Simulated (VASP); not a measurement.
Write the native input for VASP 6.6.1 that does the following.

```yaml
Task: single point
Functional: r2SCAN
Potentials_or_basis: VASP PAW PBE potentials, release 64 (Ti_sv)
Cutoff: 520 eV
k_mesh: 24 × 24 × 12
Occupations: gaussian, width 0.1 eV
Spin: no spin polarisation
Dipole_correction: no
Further_INCAR_settings: ALGO = Normal; EDIFF = 1e-07; NBANDS = 19
```

The system is Ti.

```
CELL_PARAMETERS angstrom
2.93580 0.00000 0.00000
-1.46790 2.54247 0.00000
0.00000 0.00000 4.54347
ATOMIC_POSITIONS crystal
Ti 0.33333 0.66667 0.25000
Ti 0.66667 0.33333 0.75000
```

This cell differs from its parent crystal: strain along c alone, the other axes held: -2.0 %.

One way to write it, as run:

POSCAR

```
Ti
1.0
    2.9357969427      0.0000000000      0.0000000000
   -1.4678984714      2.5424747328      0.0000000000
    0.0000000000      0.0000000000      4.5434690475
Ti
2
Direct
    0.3333333333      0.6666666667      0.2500000000
    0.6666666667      0.3333333333      0.7500000000
```

INCAR.step1

```
SYSTEM = Ti
PREC = Accurate ; ENCUT = 520
ISMEAR = 0 ; SIGMA = 0.1
LREAL = .False. ; LASPH = .True.
NELM = 80 ; NBANDS = 19
GGA = PE ; ALGO = Normal
EDIFF = 1E-4 ; LWAVE = .True.
LCHARG = .False.
```

INCAR.step2

```
SYSTEM = Ti
PREC = Accurate ; ENCUT = 520
EDIFF = 1E-7 ; ISMEAR = 0
SIGMA = 0.1 ; LREAL = .False.
LASPH = .True. ; NELM = 80
ALGO = Normal ; ISIF = 2
LWAVE = .False. ; LCHARG = .False.
METAGGA = R2SCAN ; LMIXTAU = .True.
NBANDS = 19 ; ISTART = 1
```

KPOINTS

```
regular mesh
0
Gamma
  24 24 12
  0 0 0
```

Potentials or basis: VASP PAW PBE potentials, release 64 (Ti_sv).

Run with:

```console
$ cat potpaw_PBE.64/Ti_sv/POTCAR > POTCAR
$ cp INCAR.step1 INCAR
$ mpirun -np 1 vasp_std > vasp.out
$ cp INCAR.step2 INCAR
$ mpirun -np 1 vasp_std > vasp.out
```

Results of the run:

The pressure is 2.8 GPa and the band gap on the k mesh is zero (bands 12 and 13 overlap by 1.24 eV).

Caveat: the cell differs from its parent crystal (strain along c alone, the other axes held: -2.0 %); the PAW data sets were made with another functional, which shifts forces and pressure a little.

It took 6 min on 1 thread of Intel(R) Xeon(R) 6975P-C (Granite Rapids), on a shared host, peak memory 0.34 GiB.
